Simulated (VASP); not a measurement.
Input of a VASP 6.6.1 run:

File INCAR:

```
SYSTEM = TiSe2
PREC = Accurate
ENCUT = 500
EDIFF = 1E-6
ISMEAR = 0
SIGMA = 0.1
LREAL = .FALSE.
LASPH = .TRUE.
NELM = 120
ALGO = Normal
ISIF = 2
LWAVE = .FALSE.
LCHARG = .FALSE.
GGA = PS
NBANDS = 19
GGA_COMPAT = .FALSE.
```

File KPOINTS:

```
regular mesh
0
G
  15 15 8
  0 0 0
```

POSCAR

```
TiSe2
1.0
    3.4725385433      0.0000000000      0.0000000000
   -1.7362692717      3.0073065941      0.0000000000
    0.0000000000      0.0000000000      5.9550409946
Ti Se
1 2
Direct
    0.0000000000      0.0000000000      0.0000000000
    0.3333333333      0.6666666667      0.2599116904
    0.6666666667      0.3333333333      0.7400883096
```

Potentials or basis: VASP PAW PBE potentials, release 64 (Ti_sv, Se).

The run is started by

```console
$ cat potpaw_PBE.64/Ti_sv/POTCAR potpaw_PBE.64/Se/POTCAR > POTCAR
$ mpirun -np 1 vasp_std > vasp.out
```

**Question.** Estimate the largest force.

**Answer.** 0.024 eV/Å.

**Question.** Predict the pressure.

**Answer.** 0.1 GPa.

**Question.** Predict the band gap on the k mesh.

**Answer.** Zero (band 12 reaches 5.64 eV, above the bottom of band 13 at 4.88 eV).

Forces in eV/Å, atoms in the order of the input:
```
Ti   0.000  0.000  0.000
Se   0.000  0.000  0.024
Se   0.000  0.000 -0.024
```

Caveat: the PAW data sets were made with another functional, which shifts forces and pressure a little; this functional lacks dispersion, which binds the layers, so the pressure and a relaxed spacing across them are unreliable.
